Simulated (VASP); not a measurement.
SiS2: dielectric tensor with PBE

The system is SiS2.

```
Si S
1.0
    -2.74339    4.81808    2.76165
     2.74339   -4.81808    2.76165
     2.74339    4.81808   -2.76165
Si S
2 4
Direct
  0.75000 0.75000 0.00000
  0.25000 0.25000 0.00000
  0.11778 0.21222 0.32999
  0.88222 0.78778 0.67001
  0.61778 0.28778 0.90556
  0.38222 0.71222 0.09444
```

```yaml
Program: VASP 6.6.1
Task: dielectric tensor
Functional: PBE
Potentials_or_basis: VASP PAW PBE potentials, release 64 (Si, S)
Cutoff: 400 eV
k_mesh: 6 × 6 × 6
Occupations: gaussian, width 0.01 eV
Spin: no spin polarisation
Dipole_correction: no
Further_INCAR_settings: ALGO = Normal; EDIFF = 1e-08
```

The band gap on the k mesh is 2.80 eV (least direct gap 3.09 eV) and the electronic dielectric tensor (diagonal) is 3.51, 3.69, 5.13. The born charges (mean of the diagonal) is Si +2.36; S -1.18 e.

Levels at points of the mesh, in eV from the valence-band top:
```tsv
k point	band 14	band 15	band 16	band 17	band 18	band 19
(0.00, 0.00, 0.00)	-0.78	-0.72	-0.57	3.50	3.92	4.05
(0.50, 0.00, 0.00)	-1.26	-0.72	-0.72	3.45	3.45	5.02
(0.00, 0.50, 0.00)	-0.99	-0.59	-0.59	3.33	3.33	4.67
(0.50, 0.50, 0.00)	-1.28	-1.05	-0.03	4.02	4.66	4.93
(0.50, 0.50, 0.50)	-1.93	-1.39	-0.29	2.80	3.88	4.18
```

Electronic dielectric tensor:
```
3.51 0.00 0.00
0.00 3.69 0.00
0.00 0.00 5.13
```

Born effective charge tensors (e):
atom 1, Si
```
1.39 0.00 0.00
0.00 1.44 0.00
0.00 0.00 4.25
```
atom 2, Si
```
1.39 0.00 0.00
0.00 1.44 0.00
0.00 0.00 4.25
```
atom 3, S
```
-0.69 -0.32  0.00
-0.39 -0.72  0.00
 0.00  0.00 -2.12
```
atom 4, S
```
-0.69 -0.32  0.00
-0.39 -0.72  0.00
 0.00  0.00 -2.12
```
atom 5, S
```
-0.69  0.32  0.00
 0.39 -0.72  0.00
 0.00  0.00 -2.12
```
atom 6, S
```
-0.69  0.32  0.00
 0.39 -0.72  0.00
 0.00  0.00 -2.12
```

Wall time 16 min on 1 thread of AMD EPYC 7R13 Processor (Zen 3) (shared host), peak memory 0.39 GiB.

A k mesh can miss the band edges.
